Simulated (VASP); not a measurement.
The system is Si2Ni (nickel disilicide).

```
Si Ni
1.0
     0.00000    2.70300    2.70300
     2.70300    0.00000    2.70300
     2.70300    2.70300    0.00000
Si Ni
2 1
Direct
  0.25000 0.25000 0.25000
  0.75000 0.75000 0.75000
  0.00000 0.00000 0.00000
```

```yaml
Program: VASP 6.6.1
Task: relaxation of cell and atoms
Functional: LDA
Potentials_or_basis: VASP PAW LDA potentials, release 64 (Si, Ni)
Cutoff: 600 eV
k_mesh: 16 × 16 × 16
Occupations: gaussian, width 0.1 eV
Spin: no spin polarisation
```

At the start: pressure -4.8 GPa; volume 13.17 Å³/atom.

How do energy, volume and symmetry change on relaxing?

Over 5 steps the energy falls by 5.9 meV/atom and the volume is 12.77 Å³/atom (-3.0 %); space group Fm-3m (No. 225, to 0.05 Å).

The path:
```tsv
step	energy change (eV)	largest force (eV/Å)	pressure (GPa)	volume (Å³)
1	0.0000	0.0000	-4.79	39.50
2	-0.0024	0.0000	5.03	37.29
3	-0.0176	0.0000	-0.04	38.33
4	-0.0176	0.0000	0.05	38.30
5	-0.0176	0.0000	0.03	38.32
```

Final structure:
```cif
data_structure
_symmetry_space_group_name_H-M 'P 1'
_symmetry_Int_Tables_number 1
_cell_length_a 3.7844
_cell_length_b 3.7844
_cell_length_c 3.7844
_cell_angle_alpha 60.000
_cell_angle_beta 60.000
_cell_angle_gamma 60.000
_cell_volume 38.32
loop_
_atom_site_label
_atom_site_type_symbol
_atom_site_fract_x
_atom_site_fract_y
_atom_site_fract_z
_atom_site_occupancy
Si1 Si 0.25000 0.25000 0.25000 1
Si2 Si 0.75000 0.75000 0.75000 1
Ni1 Ni 0.00000 0.00000 0.00000 1
```
